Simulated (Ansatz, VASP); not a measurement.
Bi2Te3 in VASP and in Ansatz

```
Bi Te
1.0
     2.16342    1.24905    9.74362
    -2.16342    1.24905    9.74362
     0.00000   -2.49810    9.74362
Bi Te
2 3
Direct
  0.81200 0.81200 0.81200
  0.40200 0.40200 0.40200
  0.61100 0.61100 0.61100
  0.20000 0.20000 0.20000
  0.00000 0.00000 0.00000
```

Change from the starting cell: volume scaled by 0.94, crystal datasets.

Alike in both runs: task electric field gradients; functional LDA; k mesh 8 × 8 × 8; occupations fermi-dirac, width 0.08 eV; no spin polarisation.

```csv
,VASP,Ansatz
version,VASP 6.6.1,Ansatz 0.2.0
potentials or method,"VASP PAW LDA potentials, release 64 (Bi_d, Te), cutoff 520 eV","all-electron PAW with datasets made for the crystal, scalar-relativistic"
```

VASP gave:

```
pressure (GPa)                                                : 1.6
traceless stress, the component that is largest in VASP (GPa) : -0.72
rms of the force components (eV/Å)                            : 0.595
size of Vzz on the site where it differs most (V/Å²)          : 41.0
```

Estimate Ansatz's values.

pressure (GPa): 1.5; traceless stress, the component that is largest in VASP (GPa): -0.71; rms of the force components (eV/Å): 0.583; size of Vzz on the site where it differs most (V/Å²): 48.1.

LDA's correlation is that of Perdew and Zunger in VASP and of Perdew and Wang (1992) in Ansatz. Atom by atom the forces differ by 0.013 eV/Å (rms over components). Ansatz ran all-electron here, and VASP with PAW potentials.

Spin-orbit coupling is off throughout.
